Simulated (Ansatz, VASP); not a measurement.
# Two plane-wave programs on Si2W

File INCAR:

```
ALGO     = Normal         # electronic algorithm
EDIFF    = 1E-6           # SCF threshold, eV
EDIFFG   = -0.01          # ionic threshold
ENCUT    = 600            # plane-wave cutoff, eV
GGA      = PS             # functional
IBRION   = 2              # ionic algorithm
ISIF     = 3              # what is computed and relaxed
ISMEAR   = -1             # smearing method
IVDW     = 12             # dispersion correction
LASPH    = True           # aspherical terms in the spheres
LCHARG   = False          # write CHGCAR
LREAL    = False          # projectors in reciprocal space
LWAVE    = False          # write WAVECAR
NELM     = 80             # most SCF steps
NSW      = 60             # ionic steps
PREC     = Accurate       # precision mode
SIGMA    = 0.05           # smearing width, eV
```

File KPOINTS:

```
k-points
0
Gamma
  7 7 4
```

The input POSCAR:

```
Si2W
1.0
    4.6168523821      0.0000000000      0.0000000000
   -2.3084261911      3.9983114484      0.0000000000
    0.0000000000      0.0000000000      6.6532220000
W Si
3 6
Direct
    0.5000000000      0.0000000000      0.5000000000
    0.5000000000      0.5000000000      0.8333333333
    0.0000000000      0.5000000000      0.1666666667
    0.3272520000      0.1636260000      0.1666666667
    0.8363740000      0.1636260000      0.8333333333
    0.1636260000      0.3272520000      0.5000000000
    0.6727480000      0.8363740000      0.1666666667
    0.1636260000      0.8363740000      0.8333333333
    0.8363740000      0.6727480000      0.5000000000
```

The input input.yaml:

```yaml
crystal:
  lattice:
    - [4.6168523821, 0.0, 0.0]
    - [-2.3084261911, 3.9983114484, 0.0]
    - [0.0, 0.0, 6.653222]
  atoms:
    - { symbol: W, position: [0.5, 0.0, 0.5] }
    - { symbol: W, position: [0.5, 0.5, 0.8333333333] }
    - { symbol: W, position: [0.0, 0.5, 0.1666666667] }
    - { symbol: Si, position: [0.327252, 0.163626, 0.1666666667] }
    - { symbol: Si, position: [0.836374, 0.163626, 0.8333333333] }
    - { symbol: Si, position: [0.163626, 0.327252, 0.5] }
    - { symbol: Si, position: [0.672748, 0.836374, 0.1666666667] }
    - { symbol: Si, position: [0.163626, 0.836374, 0.8333333333] }
    - { symbol: Si, position: [0.836374, 0.672748, 0.5] }
hamiltonian:
  xc: pbesol
  pseudopotentials: { kind: paw }
  dispersion: d3bj
kpoints:
  mp_grid: { grid: [7, 7, 4] }
scf:
  occupations: { method: fermi_dirac, width: 0.05 }
output:
  forces: true
  stress: true
  eigenvalues: true
relax:
  f_tol: 0.01
  max_steps: 40
  cell: { stress_tol: 0.05 }
```

Alike in both runs: task relaxation of cell and atoms; functional PBEsol; dispersion D3(BJ); k mesh 7 × 7 × 4; occupations fermi-dirac, width 0.05 eV; no spin polarisation.

```csv
,VASP,Ansatz
version,VASP 6.6.1,Ansatz 0.2.0
potentials or method,"VASP PAW PBE potentials, release 64 (W_sv, Si)",Ansatz PAW
plane-wave cutoff (eV),600,420
valence electrons in the cell,66,66
```

```tsv
	VASP	Ansatz	Ansatz less VASP
gap on the k mesh at the Fermi level, each at its own relaxed structure (eV)	0.23	0.23	0.000
relaxed volume (Å³/atom)	12.95	12.93	-0.022
relaxed length of the cell vector where the two differ most in proportion (Å)	4.533	4.530	-0.0027
```

VASP's potentials were made for PBE, not for PBEsol.

Spin-orbit coupling is off throughout. Noted on Ansatz's run: odd divisions of the mesh miss points on the zone boundary, where band edges often lie, so the gap on the mesh can be too wide; the plane-wave basis is chosen anew once the cell has moved, so the energies of steps on either side of that aren't comparable.
